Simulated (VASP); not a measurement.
A run of VASP 6.6.1:

INCAR

```
ALGO = Normal ; EDIFF = 1E-6
ENCUT = 520 ; GGA = PS
ISIF = 2 ; ISMEAR = 0
ISPIN = 2 ; LASPH = True
LCHARG = False ; LMAXMIX = 4
LORBIT = 11 ; LREAL = False
LWAVE = False ; MAGMOM = 0 0 0 0 1.11 1.11
NBANDS = 46 ; NELM = 150
PREC = Accurate ; SIGMA = 0.15
```

KPOINTS

```
k-points
0
Gamma
  12 12 12
```

Contents of POSCAR:

```
Ti2Co
1.0
    0.0000000000      3.2103520290      3.2103520290
    3.2103520290      0.0000000000      3.2103520290
    3.2103520290      3.2103520290      0.0000000000
Ti Co
4 2
Direct
    0.1250000000      0.1250000000      0.1250000000
    0.6250000000      0.1250000000      0.1250000000
    0.1250000000      0.1250000000      0.6250000000
    0.1250000000      0.6250000000      0.1250000000
    0.5000000000      0.5000000000      0.5000000000
    0.7500000000      0.7500000000      0.7500000000
```

Potentials or basis: VASP PAW PBE potentials, release 64 (Ti_sv, Co).

Run with:

```sh
$ cat potpaw_PBE.64/Ti_sv/POTCAR potpaw_PBE.64/Co/POTCAR > POTCAR
$ mpirun -np 1 vasp_std > vasp.out
```

Hardware: 1 thread of Intel(R) Xeon(R) Platinum 8488C (Sapphire Rapids), with other jobs on the host.

Task: Estimate the wall time of this run.

Result: It took 6.5 min on 1 thread of Intel(R) Xeon(R) Platinum 8488C (Sapphire Rapids) (shared host), peak memory 0.45 GiB. Counts: scf iterations 21, k points 72.
